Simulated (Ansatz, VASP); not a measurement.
**Ni3Pt: VASP beside Ansatz**

```xyz
4
Lattice="3.8517 0.0000 0.0000 0.0000 3.8517 0.0000 0.0000 0.0000 3.8517" Properties=species:S:1:pos:R:3 pbc="T T T"
Ni    1.9258    0.0000    1.9258
Ni    0.0000    1.9258    1.9258
Ni    1.9258    1.9258    0.0000
Pt    0.0000    0.0000    0.0000
```

Change from the starting cell: volume scaled by 1.2, no spin polarisation, PAW files.

Alike in both runs: task single point; functional LDA; k mesh 9 × 9 × 9; occupations fermi-dirac, width 0.05 eV; no spin polarisation.

```csv
,VASP,Ansatz
version,VASP 6.6.1,Ansatz 0.2.0
potentials or method,"VASP PAW LDA potentials, release 64 (Ni, Pt)","PAW with Ansatz's default frozen-core files, scalar-relativistic"
plane-wave cutoff (eV),520,420
valence electrons in the cell,40,72
```

|  | VASP | Ansatz | Ansatz less VASP |
| --- | --- | --- | --- |
| pressure (GPa) | -34.8 | -35.3 | -0.49 |

LDA's correlation is that of Perdew and Zunger in VASP and of Perdew and Wang (1992) in Ansatz. Both programs put the cell under strong tension, so it lies far from rest at this level. VASP's potentials hold 40 valence electrons a cell and Ansatz's 72, so a difference there can come from the potentials and not from the codes.

Spin-orbit coupling is off throughout. Noted on VASP's run: the cell as given lies far from equilibrium.
